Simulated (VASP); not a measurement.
# Si4O in VASP: further runs, part 2 of 2

VASP 6.6.1. The steps go on from the part before.

### 3 Single point, PBE+D3(BJ), collinear spin, ferromagnetic start

INCAR reads:

```
SYSTEM = Si4O
  ALGO = Normal
  DIPOL = 0.5 0.5 0.326
  EDIFF = 1E-7
  ENCUT = 520
  GGA = PE
  IDIPOL = 3
  ISIF = 2
  ISMEAR = 0
  ISPIN = 2
  IVDW = 12
  LASPH = .True.
  LCHARG = .True.
  LDIPOL = .True.
  LELF = .True.
  LORBIT = 11
  LREAL = .False.
  LVACPOTAV = .True.
  LVHAR = .True.
  LWAVE = .False.
  MAGMOM = 0 0 0 0 2
  NBANDS = 23
  NELM = 150
  PREC = Accurate
  SIGMA = 0.05
```

KPOINTS reads:

```
k-points
0
Gamma
  7 7 1
  0 0 0
```

POSCAR reads:

```
Si4O
1.0
    3.8333442603      0.0000000000      0.0000000000
    0.0000000000      3.8333442603      0.0000000000
    0.0000000000      0.0000000000     21.2034818054
Si O
4 1
Direct
    0.0000000000      0.5000000000      0.1886482624
    0.0000000000      0.0000000000      0.2525666261
    0.5000000000      0.0000000000      0.3191936744
    0.5000000000      0.5000000000      0.3821769405
    1.0000000000      0.5000000000      0.4859334849
```

Potentials or basis: VASP PAW PBE potentials, release 64 (Si, O).

The run is started by

```bash
$ cat potpaw_PBE.64/Si/POTCAR potpaw_PBE.64/O/POTCAR > POTCAR
$ mpirun -np 1 vasp_std > vasp.out
```

OUTCAR:

```text
SYSTEM = Si4O
   EDIFF = 1E-7
   ENCUT = 520
   GGA = PE
   ISIF = 2
   ISMEAR = 0
   ISPIN = 2
   IVDW = 12
   LASPH = .True.
   LORBIT = 11
   LREAL = .False.
   NELM = 150
   PREC = Accurate
 IVDW          = 12

 ion  position               nearest neighbor table
   1  0.000  0.500  0.189-   2 2.35   2 2.35
   2  0.000  0.000  0.253-   1 2.35   1 2.35   3 2.38   3 2.38
   3  0.500  0.000  0.319-   4 2.34   4 2.34   2 2.38   2 2.38
   4  0.500  0.500  0.382-   3 2.34   3 2.34
   5  0.000  0.500  0.486-

  LATTYP: Found a simple tetragonal cell.
 ALAT       =     3.8333442603
 C/A-ratio  =     5.5313273125

  Lattice vectors:

 A1 = (   3.8333442603,   0.0000000000,   0.0000000000)
 A2 = (   0.0000000000,   3.8333442603,   0.0000000000)
 A3 = (   0.0000000000,   0.0000000000,  21.2034818054)

Analysis of symmetry for initial positions (statically):
=====================================================================
 Subroutine PRICEL returns:
 Original cell was already a primitive cell.

 Routine SETGRP: Setting up the symmetry group for a
 simple tetragonal supercell.

 Subroutine GETGRP returns: Found  4 space group operations
 (whereof  4 operations were pure point group operations)
 out of a pool of 16 trial point group operations.

The static configuration has the point symmetry C_2v.

Analysis of symmetry for dynamics (positions and initial velocities):
=====================================================================
 Subroutine PRICEL returns:
 Original cell was already a primitive cell.

 Routine SETGRP: Setting up the symmetry group for a
 simple tetragonal supercell.

 Subroutine GETGRP returns: Found  4 space group operations
 (whereof  4 operations were pure point group operations)
 out of a pool of 16 trial point group operations.

The dynamic configuration has the point symmetry C_2v.

[... 165 lines left out ...]
 cond. band min:      -2.8632363150   @ k =   0.0000   0.4286   0.0000
 fundamental gap:      0.0912291043
 Fermi energy:        -2.9279136410

 spin component 1

 k-point     1 :       0.0000    0.0000    0.0000
  band No.  band energies     occupation
      1     -20.3813      1.00000
      2     -14.0511      1.00000
      3     -11.8706      1.00000
      4      -8.5131      1.00000
      5      -6.2010      1.00000
      6      -5.5729      1.00000
[... 405 lines left out ...]
     22       5.9486      0.00000
     23       6.2793      0.00000
 Fermi energy:        -2.9279136410

 spin component 2

 k-point     1 :       0.0000    0.0000    0.0000
  band No.  band energies     occupation
      1     -17.9538      1.00000
      2     -14.0720      1.00000
      3     -11.9075      1.00000
      4      -8.5574      1.00000
      5      -5.1666      1.00000
      6      -4.9653      1.00000
[... 405 lines left out ...]
     22       5.9133      0.00000
     23       6.2581      0.00000

------------------------ aborting loop because EDIFF is reached ----------------------------------------

 Edisp (eV)   -1.00004

 E8    (eV) :    -0.4255

  FORCE on cell =-STRESS in cart. coord.  units (eV):
  Direction    XX          YY          ZZ          XY          YZ          ZX
  --------------------------------------------------------------------------------------
  -------------------------------------------------------------------------------------
  Total      -5.86913    -0.39656    -4.74901     0.00000     0.00000     0.00000
  in kB     -30.18014    -2.03920   -24.42028     0.00000     0.00000     0.00000
  external pressure =      -18.88 kB  Pullay stress =        0.00 kB

 VOLUME and BASIS-vectors are now :
 -----------------------------------------------------------------------------
  energy-cutoff  :      520.00
  volume of cell :      311.58
      direct lattice vectors                 reciprocal lattice vectors
     3.833344260  0.000000000  0.000000000     0.260868822  0.000000000  0.000000000
     0.000000000  3.833344260  0.000000000     0.000000000  0.260868822  0.000000000
     0.000000000  0.000000000 21.203481805     0.000000000  0.000000000  0.047162066

 POSITION                                       TOTAL-FORCE (eV/Angst)
 -----------------------------------------------------------------------------------
      0.00000      1.91667      4.00000         0.000000      0.000000     -0.114076
      0.00000      0.00000      5.35529         0.000000      0.000000      0.319316
      1.91667      0.00000      6.76802         0.000000      0.000000      0.114334
      1.91667      1.91667      8.10348         0.000000      0.000000      1.569708
      0.00000      1.91667     10.30348         0.000000      0.000000     -1.889283
 -----------------------------------------------------------------------------------
    total drift:                                0.000000      0.000000     -0.000141

  FREE ENERGIE OF THE ION-ELECTRON SYSTEM (eV)
  ---------------------------------------------------
  free  energy   TOTEN  =       -22.1159254224 eV

  energy  without entropy=      -22.1143651279  energy(sigma->0) =      -22.11514528

 vacuum level on the upper side and lower side of the slab         4.451         2.443

 total charge

# of ion       s       p       d       tot
------------------------------------------
    1        0.866   0.720   0.000   1.586
    2        0.777   0.890   0.000   1.667
    3        0.776   0.896   0.000   1.672
    4        0.853   0.674   0.000   1.527
    5        1.617   2.983   0.000   4.600
--------------------------------------------------
tot          4.889   6.163   0.000  11.052

 magnetization (x)

# of ion       s       p       d       tot
------------------------------------------
    1       -0.003  -0.030   0.000  -0.032
    2        0.002  -0.012   0.000  -0.010
    3        0.003  -0.010   0.000  -0.006
    4        0.008  -0.031   0.000  -0.023
    5        0.012   1.113   0.000   1.124
--------------------------------------------------
tot          0.022   1.030   0.000   1.053
```

It took 4.8 min on 1 thread of AMD EPYC 9R45 (Zen 5), shared host; peak memory 0.55 GiB.

What came out:

| Property | Result |
| --- | --- |
| Free energy | -22.1159 eV |
| Largest force | 1.889 eV/Å |
| Net moment | 1.22 μB per cell |
| Site moments | Si -0.03, -0.01, -0.02 (each value once); O +1.12 μB |
| Valence electrons inside the program's atomic spheres | Si 1.59, 1.67, 1.53 (each value once); O 4.60 |
| Dispersion energy per atom | -0.200 eV |

Forces in eV/Å, atoms in the order of the input:
```
Si   0.000  0.000 -0.114
Si   0.000  0.000  0.319
Si   0.000  0.000  0.114
Si   0.000  0.000  1.570
O    0.000  0.000 -1.889
```

Levels at points of the mesh, in eV from the Fermi level:
Spin up:
| k point | band 9 | band 10 | band 11 | band 12 | band 13 | band 14 |
| --- | --- | --- | --- | --- | --- | --- |
| (0.00, 0.00, 0.00) | -1.76 | -1.16 | -0.77 | 0.60 | 1.20 | 1.63 |
Spin down:
| k point | band 6 | band 7 | band 8 | band 9 | band 10 | band 11 | band 12 | band 13 | band 14 | band 15 |
| --- | --- | --- | --- | --- | --- | --- | --- | --- | --- | --- |
| (0.00, 0.00, 0.00) | -2.04 | -1.94 | -0.81 | -0.61 | -0.50 | 0.64 | 0.73 | 1.20 | 1.60 | 1.85 |
